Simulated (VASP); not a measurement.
A run of VASP 6.6.1:

Contents of POSCAR:

```
TaN
1.0
    5.1996298254      0.0000000000      0.0000000000
   -2.5998149127      4.5030115191      0.0000000000
    0.0000000000      0.0000000000      2.9103592733
Ta N
3 3
Direct
    0.3333333333      0.6666666667      0.5000000000
    0.6666666667      0.3333333333      0.5000000000
    0.0000000000      0.0000000000      0.0000000000
    0.3924063645      0.0000000000      0.0000000000
    0.6075936355      0.6075936355      0.0000000000
    0.0000000000      0.3924063645      0.0000000000
```

The input INCAR.step1:

```
ALGO = Normal
EDIFF = 1E-5
ENCUT = 660
GGA = PE
GGA_COMPAT = F
ISMEAR = 0
LASPH = T
LCHARG = F
LREAL = F
LWAVE = T
NBANDS = 36
NELM = 120
PREC = Accurate
SIGMA = 0.1
```

INCAR.step2

```
ALGO = Normal
EDIFF = 1E-6
ENCUT = 660
GGA_COMPAT = F
ISIF = 2
ISMEAR = 0
ISTART = 1
LASPH = T
LCHARG = T
LELF = T
LMIXTAU = T
LREAL = F
LVHAR = T
LWAVE = F
METAGGA = R2SCAN
NBANDS = 36
NELM = 120
PREC = Accurate
SIGMA = 0.1
```

KPOINTS

```
k-points
0
Gamma
  12 12 12
```

Potentials or basis: VASP PAW PBE potentials, release 64 (Ta_sv_GW, N).

The run is started by

```sh
$ cat potpaw_PBE.64/Ta_sv_GW/POTCAR potpaw_PBE.64/N/POTCAR > POTCAR
$ cp INCAR.step1 INCAR
$ mpirun -np 1 vasp_std > vasp.out
$ cp INCAR.step2 INCAR
$ mpirun -np 1 vasp_std > vasp.out
```

Hardware: 1 thread of Intel(R) Xeon(R) 6975P-C (Granite Rapids) (shared host).

Task: Estimate the wall time of this run.

Result: It took 12 min on 1 thread of Intel(R) Xeon(R) 6975P-C (Granite Rapids), on a shared host, peak memory 0.51 GiB. Counts: k points 133.
